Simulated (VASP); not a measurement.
# Si (Fd-3m) in VASP: notebook

Runs on Si. Level: PBE. Tasks: single point.

All numbers are computed with VASP 6.6.1; they aren't measurements. Logs are shortened: lines on timing, memory, paths and dates and some standing lists are left out, and cuts for length are marked.

## 1. The cell of the first run

The structure is cubic, space group Fd-3m (No. 227). Conventional cell: a = 5.444 Å, b = 5.444 Å, c = 5.444 Å, α = 90.00°, β = 90.00°, γ = 90.00°. Si (site symmetry -43m) has 4 Si at 2.36 Å within 3.1 Å.

## 2. Single point, PBE

Input file INCAR:

```
ALGO = Normal
EDIFF = 1E-6
ENCUT = 520
GGA = PE
ISIF = 2
ISMEAR = 0
LASPH = True
LCHARG = True
LELF = True
LREAL = False
LVHAR = True
LWAVE = False
NBANDS = 11
NELM = 60
PREC = Accurate
SIGMA = 0.01
```

Input file KPOINTS:

```
k-points
0
Gamma
  4 4 4
```

Input file POSCAR:

```
Si
1.0
    0.0000000000      2.7221197378      2.7221197378
    2.7221197378      0.0000000000      2.7221197378
    2.7221197378      2.7221197378      0.0000000000
Si
2
Direct
    0.2500000000      0.2500000000      0.2500000000
    0.0000000000      0.0000000000      0.0000000000
```

Potentials or basis: VASP PAW PBE potentials, release 64 (Si).

Started as:

```console
$ cat potpaw_PBE.64/Si/POTCAR > POTCAR
$ mpirun -np 1 vasp_std > vasp.out
```

OUTCAR:

```text
EDIFF = 1E-6
   ENCUT = 520
   GGA = PE
   ISIF = 2
   ISMEAR = 0
   LASPH = True
   LREAL = False
   NELM = 60
   PREC = Accurate

 ion  position               nearest neighbor table
   1  0.250  0.250  0.250-   2 2.36   2 2.36   2 2.36   2 2.36
   2  0.000  0.000  0.000-   1 2.36   1 2.36   1 2.36   1 2.36

  LATTYP: Found a face centered cubic cell.
 ALAT       =     5.4442394756

  Lattice vectors:

 A1 = (   0.0000000000,   2.7221197378,   2.7221197378)
 A2 = (   2.7221197378,   0.0000000000,   2.7221197378)
 A3 = (   2.7221197378,   2.7221197378,   0.0000000000)

Analysis of symmetry for initial positions (statically):
=====================================================================
 Subroutine PRICEL returns:
 Original cell was already a primitive cell.

 Routine SETGRP: Setting up the symmetry group for a
 face centered cubic supercell.

 Subroutine GETGRP returns: Found 48 space group operations
 (whereof 24 operations were pure point group operations)
 out of a pool of 48 trial point group operations.

The static configuration has the point symmetry T_d .
 The point group associated with its full space group is O_h .

Analysis of symmetry for dynamics (positions and initial velocities):
=====================================================================
 Subroutine PRICEL returns:
 Original cell was already a primitive cell.

 Routine SETGRP: Setting up the symmetry group for a
 face centered cubic supercell.

 Subroutine GETGRP returns: Found 48 space group operations
 (whereof 24 operations were pure point group operations)
 out of a pool of 48 trial point group operations.

The dynamic configuration has the point symmetry T_d .
 The point group associated with its full space group is O_h .

 Subroutine INISYM returns: Found 48 space group operations
 (whereof 24 operations are pure point group operations),
 and found     1 'primitive' translations

----------------------------------------------------------------------------------------

                                     Primitive cell

  volume of cell :      40.3415

  direct lattice vectors                    reciprocal lattice vectors
     0.000000000  2.722119738  2.722119738    -0.183680384  0.183680384  0.183680384
     2.722119738  0.000000000  2.722119738     0.183680384 -0.183680384  0.183680384
     2.722119738  2.722119738  0.000000000     0.183680384  0.183680384 -0.183680384

  length of vectors
     3.849658652  3.849658652  3.849658652     0.318143758  0.318143758  0.318143758
[... 72 lines left out ...]
   POTIM  = 0.5000    time-step for ionic-motion
   TEBEG  =    0.0;   TEEND  =   0.0 temperature during run
   PSTRESS=    0.0 pullay stress
   NELECT =       8.0000    total number of electrons
   NUPDOWN=      -1.0000    fix difference up-down
   EMIN   =  10.00;   EMAX   =-10.00  energy-range for DOS
   EFERMI =   0.00;   METHOD = LEGACY
   ISMEAR =     0;   SIGMA  =   0.01  broadening in eV -4-tet -1-fermi 0-gaus
   EFERMI_NEDOS =   21; number of points for ismear=-14 and -15
   IALGO  =     38    algorithm
   IMIX   =      4    mixing-type and parameters
     AMIX     =   0.40;   BMIX     =  1.00
     AMIX_MAG =   1.60;   BMIX_MAG =  1.00
  volume/ion in A,a.u.               =      20.17       136.12
  Fermi-wavevector in a.u.,A,eV,Ry     =   0.954672  1.804069 12.400336  0.911399
  Thomas-Fermi vector in A             =   2.083440
   LORBIT       =      0    0 simple, 1 ext, 2 COOP (PROOUT), +10 PAW based schemes
   GGA     = PE    functional components
   LHFCALC =     F    Hartree Fock is set to
   AEXX    =    0.0000 exact exchange contribution
   IVDW    =     0    specifies the selected vdW correction
   LEPSILON=     F    determine dielectric tensor
   LRPA    =     F    only Hartree local field effects (RPA)
 non-spin polarized calculation
 Gauss-broadening in eV      SIGMA  =   0.01
  energy-cutoff  :      520.00
  volume of cell :       40.34
 maximum number of plane-waves:      1106
 NGX is ok and might be reduce to    30
   NGX = 15   NGY = 15   NGZ = 15

 number of electron       8.0000001 magnetization

 Free energy of the ion-electron system (eV)
  ---------------------------------------------------
  ext. energy  EPLUGINS =         0.00000000
  ---------------------------------------------------
  free energy    TOTEN  =       -10.66104757 eV

  energy without entropy =      -10.66104757  energy(sigma->0) =      -10.66104757

 E-fermi :   5.8886     XC(G=0):  -9.3533

 val. band max:        5.7942779185   @ k =   0.0000   0.0000   0.0000
 cond. band min:       6.5024727331   @ k =   0.5000   0.5000   0.0000
 fundamental gap:      0.7081948146
 Fermi energy:         5.8886291641

 k-point     1 :       0.0000    0.0000    0.0000
  band No.  band energies     occupation
      1      -6.1203      2.00000
      2       5.7943      2.00000
      3       5.7943      2.00000
      4       5.7943      2.00000
      5       8.3387      0.00000
      6       8.3387      0.00000
      7       8.3387      0.00000
      8       9.0854      0.00000
      9      13.4883      0.00000
     10      13.4883      0.00000
     11      13.7234      0.00000
[... 85 lines left out ...]
 k-point     8 :      -0.2500    0.5000    0.2500
  band No.  band energies     occupation
      1      -1.8383      2.00000
      2      -1.8383      2.00000
      3       1.9634      2.00000
      4       1.9634      2.00000
      5      10.0523      0.00000
      6      10.0523      0.00000
      7      10.7594      0.00000
      8      10.7594      0.00000
      9      16.3230      0.00000
     10      16.3230      0.00000
     11      18.7644      0.00000

------------------------ aborting loop because EDIFF is reached ----------------------------------------

  FORCE on cell =-STRESS in cart. coord.  units (eV):
  Direction    XX          YY          ZZ          XY          YZ          ZX
  --------------------------------------------------------------------------------------
  -------------------------------------------------------------------------------------
  Total        0.4652703      0.4652703      0.4652703      0.0000000      0.0000000     -0.0000000
  in kB       18.4783967     18.4783967     18.4783967      0.0000000      0.0000000     -0.0000000
  external PRESSURE =      18.4783967 kB  Pullay stress =       0.0000000 kB

 VOLUME and BASIS-vectors are now :
 -----------------------------------------------------------------------------
  energy-cutoff  :      520.00
  volume of cell :       40.34
      direct lattice vectors                 reciprocal lattice vectors
     0.000000000  2.722119738  2.722119738    -0.183680384  0.183680384  0.183680384
     2.722119738  0.000000000  2.722119738     0.183680384 -0.183680384  0.183680384
     2.722119738  2.722119738  0.000000000     0.183680384  0.183680384 -0.183680384

 POSITION                                       TOTAL-FORCE (eV/Angst)
 -----------------------------------------------------------------------------------
      1.36106      1.36106      1.36106         0.000000      0.000000      0.000000
      0.00000      0.00000      0.00000        -0.000000     -0.000000     -0.000000
 -----------------------------------------------------------------------------------
    total drift:                               -0.000000     -0.000000     -0.000000

  FREE ENERGIE OF THE ION-ELECTRON SYSTEM (eV)
  ---------------------------------------------------
  free  energy   TOTEN  =       -10.6610475653 eV

  energy  without entropy=      -10.6610475653  energy(sigma->0) =      -10.66104757
```

stdout:

```text
POSCAR found type information on POSCAR Si
 POSCAR found :  1 types and       2 ions
 scaLAPACK will be used
 LDA part: xc-table for (Slater+PW92), standard interpolation
 POSCAR, INCAR and KPOINTS ok, starting setup
 FFT: planning ... GRIDC
 FFT: planning ... GRID_SOFT
 FFT: planning ... GRID
 WAVECAR not read
 entering main loop
```

Run time: 12 s. Hardware: 1 thread of AMD EPYC 7R13, shared host; peak memory 0.12 GiB.

Results:

```
Free energy            : -10.6610 eV
Pressure               : 1.8 GPa
Band gap on the k mesh : 0.71 eV, indirect (least direct gap 2.54 eV)
```

Caveat: the k points lie up to 0.50 Å⁻¹ apart.

## 3. Single point, PBE

Input file INCAR:

```
SYSTEM = Si
  ALGO = Normal
  EDIFF = 1E-6
  ENCUT = 520
  GGA = PE
  ISIF = 2
  ISMEAR = 0
  LASPH = .TRUE.
  LCHARG = .FALSE.
  LREAL = .FALSE.
  LWAVE = .FALSE.
  NBANDS = 11
  NELM = 100
  PREC = Accurate
  SIGMA = 0.01
```

Input file KPOINTS:

```
k-points
0
G
  4 4 4
  0 0 0
```

POSCAR is that of step 2.

Potentials or basis: VASP PAW PBE potentials, release 64 (Si).

Started as:

```console
$ cat potpaw_PBE.64/Si/POTCAR > POTCAR
$ mpirun -np 1 vasp_std > vasp.out
```

OUTCAR:

```text
SYSTEM = Si
   EDIFF = 1E-6
   ENCUT = 520
   GGA = PE
   ISIF = 2
   ISMEAR = 0
   LASPH = .TRUE.
   LREAL = .FALSE.
   NELM = 100
   PREC = Accurate

 ion  position               nearest neighbor table
   1  0.250  0.250  0.250-   2 2.36   2 2.36   2 2.36   2 2.36
   2  0.000  0.000  0.000-   1 2.36   1 2.36   1 2.36   1 2.36

  LATTYP: Found a face centered cubic cell.
 ALAT       =     5.4442394756

  Lattice vectors:

 A1 = (   0.0000000000,   2.7221197378,   2.7221197378)
[... 281 lines left out ...]

------------------------ aborting loop because EDIFF is reached ----------------------------------------

  FORCE on cell =-STRESS in cart. coord.  units (eV):
  Direction    XX          YY          ZZ          XY          YZ          ZX
  --------------------------------------------------------------------------------------
  -------------------------------------------------------------------------------------
  Total        0.4652703      0.4652703      0.4652703      0.0000000      0.0000000     -0.0000000
  in kB       18.4783967     18.4783967     18.4783967      0.0000000      0.0000000     -0.0000000
  external PRESSURE =      18.4783967 kB  Pullay stress =       0.0000000 kB

 VOLUME and BASIS-vectors are now :
 -----------------------------------------------------------------------------
  energy-cutoff  :      520.00
  volume of cell :       40.34
      direct lattice vectors                 reciprocal lattice vectors
     0.000000000  2.722119738  2.722119738    -0.183680384  0.183680384  0.183680384
     2.722119738  0.000000000  2.722119738     0.183680384 -0.183680384  0.183680384
     2.722119738  2.722119738  0.000000000     0.183680384  0.183680384 -0.183680384

 POSITION                                       TOTAL-FORCE (eV/Angst)
 -----------------------------------------------------------------------------------
      1.36106      1.36106      1.36106         0.000000      0.000000      0.000000
      0.00000      0.00000      0.00000        -0.000000     -0.000000     -0.000000
 -----------------------------------------------------------------------------------
    total drift:                               -0.000000     -0.000000     -0.000000

  FREE ENERGIE OF THE ION-ELECTRON SYSTEM (eV)
  ---------------------------------------------------
  free  energy   TOTEN  =       -10.6610475653 eV

  energy  without entropy=      -10.6610475653  energy(sigma->0) =      -10.66104757
```

stdout:

```text
POSCAR found type information on POSCAR Si
 POSCAR found :  1 types and       2 ions
 scaLAPACK will be used
 LDA part: xc-table for (Slater+PW92), standard interpolation
 POSCAR, INCAR and KPOINTS ok, starting setup
 FFT: planning ... GRIDC
 FFT: planning ... GRID_SOFT
 FFT: planning ... GRID
 WAVECAR not read
 entering main loop
```

Wall time 9.6 s (1 thread of AMD EPYC 7R13, shared host); peak memory 0.12 GiB.

What came out:

```yaml
Free_energy: -10.6610 eV
Pressure: 1.8 GPa
Band_gap_on_the_k_mesh: 0.71 eV, indirect (least direct gap 2.54 eV)
```

Caveat: the k points lie up to 0.50 Å⁻¹ apart. A k mesh can miss the band edges.
